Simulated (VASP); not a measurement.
# BAs: single point with r2SCAN

The system is BAs.

```
B As
1.0
     0.00000    2.29452    2.43675
     2.29452    0.00000    2.43675
     2.29452    2.29452    0.00000
B As
1 1
Direct
  0.00000 0.00000 0.00000
  0.25000 0.25000 0.25000
```

This cell differs from its parent crystal: epitaxial xy strain -4.1%.

| Quantity | Value |
| --- | --- |
| Program | VASP 6.6.1 |
| Task | single point |
| Functional | r2SCAN |
| Potentials or basis | VASP PAW PBE potentials, release 64 (B, As) |
| Cutoff | 520 eV |
| k mesh | 10 × 10 × 10 |
| Occupations | gaussian, width 0.01 eV |
| Spin | no spin polarisation |
| Dipole correction | no |
| Further INCAR settings | ALGO = Normal; EDIFF = 1e-07; NBANDS = 11 |

The pressure is 10.8 GPa and the band gap on the k mesh is 0.80 eV, indirect (least direct gap 3.17 eV).

Stress tensor (GPa, compression positive):
```
15.93  0.00  0.00
 0.00 15.93  0.00
 0.00  0.00  0.43
```

Levels at points of the mesh, in eV from the valence-band top:
| k point | band 2 | band 3 | band 4 | band 5 | band 6 | band 7 |
| --- | --- | --- | --- | --- | --- | --- |
| (0.00, 0.00, 0.00) | -0.69 | 0.00 | 0.00 | 3.17 | 3.17 | 3.59 |
| (0.50, 0.00, 0.00) | -9.94 | -2.69 | -1.86 | 2.81 | 4.94 | 5.18 |
| (0.50, 0.50, 0.00) | -10.00 | -4.38 | -4.38 | 1.81 | 2.00 | 12.49 |
| (0.50, 0.00, 0.50) | -9.47 | -5.06 | -4.94 | 1.07 | 1.13 | 11.86 |

Wall time 3.5 min on 1 thread of AMD EPYC 7R13 Processor (Zen 3) (shared host), peak memory 0.14 GiB.

Caveat: the cell differs from its parent crystal (epitaxial xy strain -4.1%); the PAW data sets were made with another functional, which shifts forces and pressure a little. A k mesh can miss the band edges.
